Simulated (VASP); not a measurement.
Runs of VASP 6.6.1 on PbO2. The structure is that of space group Fm-3m (No. 225), or close to it. The cells are those of the table. 

```csv
task,level,potentials or basis,cell,gap on the mesh (eV),pressure (GPa),relaxed volume (Å³/atom)
relaxation of cell and atoms,PBEsol+D3(BJ),"VASP PAW PBE potentials, release 64 (Pb_d, O)","relaxed from a = 3.635 Å, angles 60.0°, 3 atoms",none,0.1,(a)
relaxation of cell and atoms,PBEsol,"VASP PAW PBE potentials, release 64 (Pb_d, O)","relaxed from a = 3.635 Å, angles 60.0°, 3 atoms",none,0.1,12.60
single point,LDA,"VASP PAW LDA potentials, release 64 (Pb_d, O)","a = 3.729 Å, angles 60.0°, 3 atoms",none,0.3,-
single point,PBEsol+D3(BJ),"VASP PAW PBE potentials, release 64 (Pb_d, O)","a = 3.743 Å, angles 60.0°, 3 atoms",none,0.2,-
relaxation of cell and atoms,LDA,"VASP PAW LDA potentials, release 64 (Pb_d, O)","relaxed from a = 3.635 Å, angles 60.0°, 3 atoms",none,0.1,12.25
single point,PBEsol,"VASP PAW PBE potentials, release 64 (Pb_d, O)","a = 3.766 Å, angles 60.0°, 3 atoms",none,0.2,-
```

Alike in all rows: no spin polarisation; k mesh 6 × 6 × 6; cutoff (eV) 600; smearing methfessel-paxton 0.01 eV.

Question: Estimate the missing entries.

Answer: (a) 12.38.

Caveats: spin-orbit coupling is left out, which moves the levels of the heavy elements; the PAW data sets were made with another functional, which shifts forces and pressure a little (at least some runs).

A k mesh can miss the band edges, and the runs leave out spin-orbit coupling on Pb.

A gap of «none» marks levels without a gap at the run's occupations.
